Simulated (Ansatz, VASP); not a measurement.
**BAs: VASP beside Ansatz**

POSCAR

```
BAs
1.0
    0.0000000000      2.3885000000      2.3885000000
    2.4123850000      0.0000000000      2.3885000000
    2.4123850000      2.3885000000      0.0000000000
B As
1 1
Direct
    0.0000000000      0.0000000000      0.0000000000
    0.7500000000      0.7500000000      0.7500000000
```

The input INCAR.step1:

```
PREC     = Accurate       # precision mode
ENCUT    = 520            # plane-wave cutoff, eV
ISMEAR   = 0              # smearing method
SIGMA    = 0.05           # smearing width, eV
LREAL    = False          # projectors in reciprocal space
LASPH    = True           # aspherical terms in the spheres
NELM     = 60             # most SCF steps
NBANDS   = 11             # bands
GGA      = PE             # functional
ALGO     = Normal         # electronic algorithm
EDIFF    = 1E-4           # SCF threshold, eV
LWAVE    = True           # write WAVECAR
LCHARG   = False          # write CHGCAR
```

INCAR.step2

```
PREC     = Accurate       # precision mode
ENCUT    = 520            # plane-wave cutoff, eV
EDIFF    = 1E-7           # SCF threshold, eV
ISMEAR   = 0              # smearing method
SIGMA    = 0.05           # smearing width, eV
LREAL    = False          # projectors in reciprocal space
LASPH    = True           # aspherical terms in the spheres
NELM     = 60             # most SCF steps
ALGO     = Normal         # electronic algorithm
ISIF     = 2              # what is computed and relaxed
LWAVE    = False          # write WAVECAR
LCHARG   = True           # write CHGCAR
METAGGA  = R2SCAN         # meta-GGA
LMIXTAU  = True         
LELF     = True           # ELF
LVHAR    = True         
NBANDS   = 11             # bands
ISTART   = 1
```

KPOINTS

```
Automatic mesh
0
Gamma
  10 10 10
```

Input for Ansatz:

```yaml
crystal:
  lattice:
    - [0.0, 2.3885, 2.3885]
    - [2.412385, 0.0, 2.3885]
    - [2.412385, 2.3885, 0.0]
  atoms:
    - { symbol: B, position: [0.0, 0.0, 0.0] }
    - { symbol: As, position: [0.75, 0.75, 0.75] }
basis:
  ecutwfc: 500
kpoints:
  mp_grid: { grid: [10, 10, 10] }
hamiltonian:
  xc: r2scan
scf:
  occupations: { method: gaussian, width: 0.05 }
output:
  forces: true
  stress: true
  eigenvalues: true
```

Change from the starting cell: strain +0.0100 x Voigt [1, 0, 0, 0, 0, 0], atoms carried along.

Alike in both runs: task single point; functional r2SCAN; k mesh 10 × 10 × 10; occupations gaussian, width 0.05 eV; no spin polarisation.

```csv
,VASP,Ansatz
version,VASP 6.6.1,Ansatz 0.2.0
potentials or method,"VASP PAW PBE potentials, release 64 (B, As), cutoff 520 eV","scalar-relativistic, plane waves, PAW"
valence electrons in the cell,8,18
```

Ansatz gave:

| Quantity | Value |
| --- | --- |
| gap on the k mesh at the Fermi level (eV) | 1.30 |
| least direct gap on the mesh (eV) | 3.37 |
| pressure (GPa) | -0.8 |
| traceless stress, the component that is largest in VASP (GPa) | -1.49 |

What did VASP give for the same quantities?

gap on the k mesh at the Fermi level (eV): 1.30; least direct gap on the mesh (eV): 3.38; pressure (GPa): -0.6; traceless stress, the component that is largest in VASP (GPa): -1.49.

VASP's potentials were made for PBE, not for r2SCAN. With one functional, cell and mesh, what is left measures potentials, basis and numerics. VASP's potentials hold 8 valence electrons a cell and Ansatz's 18, so a difference there can come from the potentials and not from the codes.
